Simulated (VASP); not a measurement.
# BN in VASP: further runs

Runs on BN. Level: PBE+D3(BJ). Tasks: single point.

Program: VASP 6.6.1. These are calculated values, not measurements. Logs are shortened: lines on timing, memory, paths and dates and some standing lists are left out, and cuts for length are marked.

### 1 The cell of the first run

The typed cell holds 2 atoms: a = 2.492 Å, b = 2.492 Å, c = 3.265 Å, α = 90.00°, β = 112.43°, γ = 120.00°.

### 2 Single point, PBE+D3(BJ) (7.88 Å³/atom)

Input file INCAR:

```
PREC = Accurate ; ENCUT = 520
EDIFF = 1E-6 ; ISMEAR = 0
SIGMA = 0.02 ; LREAL = F
LASPH = T ; NELM = 80
ALGO = Normal ; ISIF = 2
LWAVE = F ; LCHARG = T
GGA = PE ; IVDW = 12
LELF = T ; LVHAR = T
NBANDS = 11
```

Input file KPOINTS:

```
regular mesh
0
Gamma
  12 12 12
```

Input file POSCAR:

```
BN
1.0
    2.4808454248      0.0022817001     -0.2359001863
   -1.2311833582      2.1537859560      0.2358849718
   -0.9661715270     -0.8801709363      2.9915270256
B N
1 1
Direct
    0.9919652401      0.9918871220     -0.0047616379
    0.6561837599      0.3239968780      0.9915666379
```

Potentials or basis: VASP PAW PBE potentials, release 64 (B, N).

On the command line:

```console
> cat potpaw_PBE.64/B/POTCAR potpaw_PBE.64/N/POTCAR > POTCAR
> mpirun -np 1 vasp_std > vasp.out
```

OUTCAR:

```text
PREC = Accurate
   ENCUT = 520
   EDIFF = 1E-6
   ISMEAR = 0
   LREAL = F
   LASPH = T
   NELM = 80
   ISIF = 2
   GGA = PE
   IVDW = 12
 IVDW          = 12

 ion  position               nearest neighbor table
   1  0.992  0.992  0.995-   2 1.44   2 1.44   2 1.44
   2  0.656  0.324  0.992-   1 1.44   1 1.44   1 1.44

  LATTYP: Found a base centered monoclinic cell.
 ALAT       =     4.3163305578
 B/A-ratio  =     0.5773524318
 C/A-ratio  =     0.7563650082
 COS(beta)  =    -0.4407749520

  Lattice vectors:

 A1 = (  -1.2311833582,   2.1537859560,   0.2358849718)
 A2 = (  -2.4808454248,  -0.0022817001,   0.2359001863)
 A3 = (   1.5146738978,  -0.8778892362,   2.7556268393)

Analysis of symmetry for initial positions (statically):
=====================================================================
 Subroutine PRICEL returns:
 Original cell was already a primitive cell.

 Routine SETGRP: Setting up the symmetry group for a
 base centered monoclinic supercell.

 Subroutine GETGRP returns: Found  2 space group operations
 (whereof  1 operations were pure point group operations)
 out of a pool of  4 trial point group operations.

The static configuration has the point symmetry C_1 .
 The point group associated with its full space group is C_1h.

Analysis of symmetry for dynamics (positions and initial velocities):
=====================================================================
 Subroutine PRICEL returns:
 Original cell was already a primitive cell.

 Routine SETGRP: Setting up the symmetry group for a
 base centered monoclinic supercell.

 Subroutine GETGRP returns: Found  2 space group operations
 (whereof  1 operations were pure point group operations)
 out of a pool of  4 trial point group operations.

The dynamic configuration has the point symmetry C_1 .
 The point group associated with its full space group is C_1h.

 Subroutine INISYM returns: Found  2 space group operations
 (whereof  1 operations are pure point group operations),
 and found     1 'primitive' translations

----------------------------------------------------------------------------------------

                                     Primitive cell

  volume of cell :      15.7608

  direct lattice vectors                    reciprocal lattice vectors
     2.480845425  0.002281700 -0.235900186     0.421979429  0.219228450  0.200788097
    -1.231183358  2.153785956  0.235884972     0.012740907  0.456423654  0.138404478
    -0.966171527 -0.880170936  2.991527026     0.032271023 -0.018701970  0.339197475

  length of vectors
[... 91 lines left out ...]
   TEBEG  =    0.0;   TEEND  =   0.0 temperature during run
   PSTRESS=    0.0 pullay stress
   NELECT =       8.0000    total number of electrons
   NUPDOWN=      -1.0000    fix difference up-down
   EMIN   =  10.00;   EMAX   =-10.00  energy-range for DOS
   EFERMI =   0.00;   METHOD = LEGACY
   ISMEAR =     0;   SIGMA  =   0.02  broadening in eV -4-tet -1-fermi 0-gaus
   EFERMI_NEDOS =   21; number of points for ismear=-14 and -15
   IALGO  =     38    algorithm
   IMIX   =      4    mixing-type and parameters
     AMIX     =   0.40;   BMIX     =  1.00
     AMIX_MAG =   1.60;   BMIX_MAG =  1.00
  volume/ion in A,a.u.               =       7.88        53.18
  Fermi-wavevector in a.u.,A,eV,Ry     =   1.305907  2.467806 23.203275  1.705393
  Thomas-Fermi vector in A             =   2.436744
   LORBIT       =      0    0 simple, 1 ext, 2 COOP (PROOUT), +10 PAW based schemes
   GGA     = PE    functional components
   LHFCALC =     F    Hartree Fock is set to
   AEXX    =    0.0000 exact exchange contribution
   IVDW    =    12    specifies the selected vdW correction
   LEPSILON=     F    determine dielectric tensor
   LRPA    =     F    only Hartree local field effects (RPA)
 non-spin polarized calculation
 Gauss-broadening in eV      SIGMA  =   0.02
  energy-cutoff  :      520.00
  volume of cell :       15.76
 maximum number of plane-waves:       443
   NGX =  9   NGY =  9   NGZ = 13

 number of electron       8.0000001 magnetization

 Free energy of the ion-electron system (eV)
  ---------------------------------------------------
  ext. energy  EPLUGINS =         0.00000000
  ---------------------------------------------------
  free energy    TOTEN  =       -17.49207900 eV

  energy without entropy =      -17.49207900  energy(sigma->0) =      -17.49207900

 E-fermi :   3.6466     XC(G=0): -10.9404

 val. band max:        3.5132128184   @ k =   0.3333   0.4167   0.0833
 cond. band min:       7.3883715681   @ k =   0.5000   0.5000   0.5000
 fundamental gap:      3.8751587497
 Fermi energy:         3.6465785336

 k-point     1 :       0.0000    0.0000    0.0000
  band No.  band energies     occupation
      1     -14.6816      2.00000
      2       0.1504      2.00000
      3       2.1599      2.00000
      4       2.1599      2.00000
      5       9.6678      0.00000
      6      15.2307      0.00000
      7      15.2308      0.00000
      8      16.8384      0.00000
      9      19.2145      0.00000
     10      29.8996      0.00000
     11      32.1531      0.00000
[... 309 lines left out ...]
 k-point    24 :       0.3333    0.1667    0.0000
  band No.  band energies     occupation
      1     -11.2467      2.00000
      2      -4.5684      2.00000
      3      -2.0074      2.00000
      4       2.0251      2.00000
      5       8.3515      0.00000
      6      15.2397      0.00000
      7      17.7638      0.00000
      8      21.3764      0.00000
      9      23.0998      0.00000
     10      26.4120      0.00000
     11      28.9954      0.00000

 [... further k-points ...]

------------------------ aborting loop because EDIFF is reached ----------------------------------------

 Edisp (eV)   -0.33045

 E8    (eV) :    -0.0980

  FORCE on cell =-STRESS in cart. coord.  units (eV):
  Direction    XX          YY          ZZ          XY          YZ          ZX
  --------------------------------------------------------------------------------------
  -------------------------------------------------------------------------------------
  Total       0.68097     0.68120     0.64201     0.00020     0.00224    -0.00386
  in kB      69.22466    69.24813    65.26373     0.02048     0.22731    -0.39190
  external pressure =       67.91 kB  Pullay stress =        0.00 kB

 VOLUME and BASIS-vectors are now :
 -----------------------------------------------------------------------------
  energy-cutoff  :      520.00
  volume of cell :       15.76
      direct lattice vectors                 reciprocal lattice vectors
     2.480845425  0.002281700 -0.235900186     0.421979429  0.219228450  0.200788097
    -1.231183358  2.153785956  0.235884972     0.012740907  0.456423654  0.138404478
    -0.966171527 -0.880170936  2.991527026     0.032271023 -0.018701970  0.339197475

 POSITION                                       TOTAL-FORCE (eV/Angst)
 -----------------------------------------------------------------------------------
      0.27815      1.26260      2.97725        -0.000040      0.000023      0.000002
      0.27097     -0.17343      2.88793         0.000040     -0.000023     -0.000002
 -----------------------------------------------------------------------------------
    total drift:                                0.000027     -0.000024     -0.000009

  FREE ENERGIE OF THE ION-ELECTRON SYSTEM (eV)
  ---------------------------------------------------
  free  energy   TOTEN  =       -17.8225323094 eV

  energy  without entropy=      -17.8225323094  energy(sigma->0) =      -17.82253231
```

OSZICAR:

```text
N       E                     dE             d eps       ncg     rms          rms(c)
DAV:   1     0.116825429123E+02    0.11683E+02   -0.47971E+03 10648   0.700E+02
DAV:   2    -0.185531767550E+02   -0.30236E+02   -0.29262E+02 12414   0.163E+02
DAV:   3    -0.192158461547E+02   -0.66267E+00   -0.66166E+00 12811   0.216E+01
DAV:   4    -0.192173372645E+02   -0.14911E-02   -0.14911E-02 11344   0.113E+00
DAV:   5    -0.192173415663E+02   -0.43018E-05   -0.43018E-05 12781   0.553E-02    0.801E+00
DAV:   6    -0.176687330915E+02    0.15486E+01   -0.50278E+00 12124   0.126E+01    0.368E+00
DAV:   7    -0.175246973593E+02    0.14404E+00   -0.23103E-01 12716   0.366E+00    0.223E+00
DAV:   8    -0.174916702799E+02    0.33027E-01   -0.93827E-02 12725   0.199E+00    0.267E-01
DAV:   9    -0.174918446088E+02   -0.17433E-03   -0.21746E-03 11549   0.397E-01    0.135E-01
DAV:  10    -0.174920665722E+02   -0.22196E-03   -0.35138E-04 11666   0.145E-01    0.222E-02
DAV:  11    -0.174920796476E+02   -0.13075E-04   -0.30031E-05 12288   0.387E-02    0.181E-02
DAV:  12    -0.174920789993E+02    0.64826E-06   -0.60437E-06 11438   0.163E-02
   1 F= -.17822532E+02 E0= -.17822532E+02  d E =-.525716E-23
```

It took 81 s on 1 thread of Intel Xeon 8259CL, shared host; peak memory 0.2 GiB.

What came out:

```yaml
Free_energy: -17.8225 eV
Pressure: 6.8 GPa
Band_gap_on_the_k_mesh: 3.88 eV (least direct gap 4.81 eV)
Dispersion_energy_per_atom: -0.165 eV
```

Stress tensor (GPa, compression positive):
```
 6.92  0.00 -0.04
 0.00  6.92  0.02
-0.04  0.02  6.53
```

Caveat: the cell stands under pressure. A k mesh can miss the band edges.

### 3 Single point, PBE+D3(BJ) (8.15 Å³/atom)

This run uses another cell than the first one, of 8.15 Å³/atom.

Input file INCAR:

```
SYSTEM = BN
PREC = Accurate
ENCUT = 520
EDIFF = 1E-6
ISMEAR = 0
SIGMA = 0.02
LREAL = .False.
LASPH = .True.
NELM = 100
ALGO = Normal
ISIF = 2
LWAVE = .False.
LCHARG = .False.
GGA = PE
IVDW = 12
NBANDS = 11
```

Input file KPOINTS:

```
Automatic mesh
0
Gamma
  12 12 12
  0 0 0
```

Input file POSCAR:

```
BN
1.0
    2.4855356225      0.0022761086     -0.2359817145
   -1.2335195866      2.1578528993      0.2359664713
   -0.9597217805     -0.8866214632      3.0795159917
B N
1 1
Direct
    0.9915957410      0.9917017591     -0.0053164999
    0.6565532590      0.3241822409      0.9921214999
```

Potentials or basis: VASP PAW PBE potentials, release 64 (B, N).

On the command line:

```console
> cat potpaw_PBE.64/B/POTCAR potpaw_PBE.64/N/POTCAR > POTCAR
> mpirun -np 1 vasp_std > vasp.out
```

Run time: 1.9 min. Hardware: 1 thread of Intel Xeon 8259CL, shared host; peak memory 0.21 GiB.

Results (log left out):

| Item | Value |
| --- | --- |
| Free energy | -17.8409 eV |
| Pressure | 4.3 GPa |
| Band gap on the k mesh | 3.96 eV (least direct gap 4.77 eV) |
| Dispersion energy per atom | -0.159 eV |

Stress tensor (GPa, compression positive):
```
 4.45  0.00 -0.04
 0.00  4.45  0.02
-0.04  0.02  4.10
```

Levels at points of the mesh, in eV from the valence-band top:
| k point | band 1 | band 2 | band 3 | band 4 | band 5 | band 6 | band 7 | band 8 | band 9 |
| --- | --- | --- | --- | --- | --- | --- | --- | --- | --- |
| (0.00, 0.00, 0.00) | -18.06 | -3.55 | -1.33 | -1.33 | 5.90 | 11.69 | 11.69 | 13.28 | 15.43 |
| (0.50, 0.00, 0.00) | -14.57 | -8.85 | -4.26 | -1.49 | 3.97 | 9.78 | 15.13 | 19.32 | 21.75 |
| (0.00, 0.50, 0.00) | -14.74 | -9.12 | -4.11 | -0.46 | 5.40 | 10.18 | 13.64 | 16.26 | 21.12 |
| (0.50, 0.50, 0.00) | -14.74 | -9.12 | -4.11 | -0.45 | 5.41 | 10.18 | 13.64 | 16.26 | 21.12 |
| (0.00, 0.00, 0.50) | -17.48 | -6.79 | -1.38 | -1.38 | 11.24 | 11.53 | 11.53 | 12.81 | 18.51 |
| (0.50, 0.50, 0.50) | -14.57 | -8.85 | -4.26 | -1.49 | 3.96 | 9.78 | 15.14 | 19.32 | 21.75 |

Caveat: the cell stands under pressure.

### 4 Single point, PBE+D3(BJ) (8.42 Å³/atom)

This run uses another cell than the first one, of 8.42 Å³/atom.

Input file INCAR:

```
SYSTEM = BN
ALGO     = Normal         ! electronic algorithm
EDIFF    = 1E-6           ! SCF threshold, eV
ENCUT    = 520            ! plane-wave cutoff, eV
GGA      = PE             ! functional
ISIF     = 2              ! what is computed and relaxed
ISMEAR   = 0              ! smearing method
IVDW     = 12             ! dispersion correction
LASPH    = .TRUE.         ! aspherical terms in the spheres
LCHARG   = .FALSE.        ! write CHGCAR
LREAL    = .FALSE.        ! projectors in reciprocal space
LWAVE    = .FALSE.        ! write WAVECAR
NBANDS   = 11             ! bands
NELM     = 60             ! most SCF steps
PREC     = Accurate       ! precision mode
SIGMA    = 0.02           ! smearing width, eV
```

Input file KPOINTS:

```
k-points
0
G
  12 12 12
  0 0 0
```

Input file POSCAR:

```
BN
1.0
    2.4894794856      0.0022368207     -0.2352091838
   -1.2355140750      2.1612554835      0.2351939169
   -0.9518240877     -0.8934449370      3.1684450139
B N
1 1
Direct
    0.9913389226      0.9915722446     -0.0057028328
    0.6568100774      0.3243117554      0.9925078328
```

On the command line:

```console
> cat potpaw_PBE.64/B/POTCAR potpaw_PBE.64/N/POTCAR > POTCAR
> mpirun -np 1 vasp_std > vasp.out
```

Wall time 1.8 min (1 thread of Intel Xeon 8259CL, shared host); peak memory 0.21 GiB.

Results (log left out):

```
Free energy                : -17.8521 eV
Pressure                   : 2.5 GPa
Band gap on the k mesh     : 4.05 eV (least direct gap 4.73 eV)
Dispersion energy per atom : -0.153 eV
```

Stress tensor (GPa, compression positive):
```
 2.57  0.00 -0.04
 0.00  2.57  0.02
-0.04  0.02  2.25
```

Levels at points of the mesh, in eV from the valence-band top:
| k point | band 2 | band 3 | band 4 | band 5 | band 6 | band 7 |
| --- | --- | --- | --- | --- | --- | --- |
| (0.00, 0.00, 0.00) | -3.72 | -1.31 | -1.31 | 5.68 | 11.68 | 11.68 |
| (0.50, 0.00, 0.00) | -8.82 | -4.20 | -1.38 | 4.06 | 9.81 | 14.87 |
| (0.00, 0.50, 0.00) | -9.04 | -4.09 | -0.49 | 5.37 | 10.08 | 13.48 |
| (0.50, 0.50, 0.00) | -9.04 | -4.09 | -0.48 | 5.39 | 10.08 | 13.47 |
| (0.00, 0.00, 0.50) | -6.57 | -1.35 | -1.35 | 10.96 | 11.55 | 11.55 |
| (0.50, 0.50, 0.50) | -8.82 | -4.20 | -1.38 | 4.05 | 9.81 | 14.88 |

### 5 Overview

| cell | gap on the mesh (eV) | pressure (GPa) |
| --- | --- | --- |
| a = 2.492, b = 2.492, c = 3.265 Å, angles 90.0, 112.4, 120.0°, 2 atoms, atomic positions A | 3.88 | 6.8 |
| a = 2.497, b = 2.497, c = 3.345 Å, angles 90.0, 111.9, 120.0°, 2 atoms, atomic positions B | 3.96 | 4.3 |
| a = 2.501, b = 2.501, c = 3.427 Å, angles 90.1, 111.3, 120.0°, 2 atoms, atomic positions C | 4.05 | 2.5 |

Alike in all rows: task single point; level PBE+D3(BJ); potentials or basis VASP PAW PBE potentials, release 64 (B, N); no spin polarisation; k mesh 12 × 12 × 12; cutoff (eV) 520; smearing gaussian 0.02 eV.

Caveats: the cell stands under pressure (at least some runs).

Absolute energies hang on the potentials; compare differences alone.
